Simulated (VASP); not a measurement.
Runs of VASP 6.6.1 on NaF. The structure is that of space group Pm-3m (No. 221), or close to it. The cells are those of the table. 

```tsv
level	cell	smearing	gap on the mesh (eV)	pressure (GPa)
r2SCAN	a = 2.835, b = 2.793, c = 2.793 Å, 2 atoms	gaussian 0.01 eV	6.98	(a)
PBE	a = 2.835, b = 2.793, c = 2.793 Å, 2 atoms	fermi-dirac 0.02 eV	5.99	3.3
PBE	a = 2.793 Å, angles 90.0, 90.0, 90.2°, 2 atoms	fermi-dirac 0.02 eV	6.11	4.3
r2SCAN	a = 2.793 Å, angles 90.0, 90.0, 90.2°, 2 atoms	gaussian 0.01 eV	7.12	(b)
```

Alike in all rows: task single point; potentials or basis VASP PAW PBE potentials, release 64 (Na_pv, F); no spin polarisation; k mesh 10 × 10 × 10; cutoff (eV) 520.

Problem. Estimate the missing entries.

Solution. (a) -1.6; (b) -0.8.

Caveats: the PAW data sets were made with another functional, which shifts forces and pressure a little (some runs).

A k mesh can miss the band edges.
